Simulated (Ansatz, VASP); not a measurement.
Au: VASP beside Ansatz

```
CELL_PARAMETERS angstrom
2.66734 0.00000 0.00000
0.00000 2.66734 0.00000
0.00000 0.00000 2.66734
ATOMIC_POSITIONS crystal
Au 0.00000 0.00000 0.00000
```

Alike in both runs: functional LDA; k mesh 12 × 12 × 12; occupations fermi-dirac, width 0.1 eV; no spin polarisation.

Ansatz relaxed the structure, and its values are those at the end. VASP's run is a single point on that final structure, the one shown.

```csv
,VASP,Ansatz
version,VASP 6.6.1,Ansatz 0.2.0
potentials or method,"VASP PAW LDA potentials, release 64 (Au), cutoff 520 eV","plane waves (420 eV) with PAW, scalar-relativistic"
valence electrons in the cell,11,19
```

```csv
,VASP,Ansatz,Ansatz less VASP
pressure (GPa),0.5,0.0,-0.48
```

Ansatz warns that its potentials were made for another functional, while VASP's fit it. LDA's correlation is that of Perdew and Zunger in VASP and of Perdew and Wang (1992) in Ansatz. VASP's potentials hold 11 valence electrons a cell and Ansatz's 19, so a difference there can come from the potentials and not from the codes.

Spin-orbit coupling is off throughout.
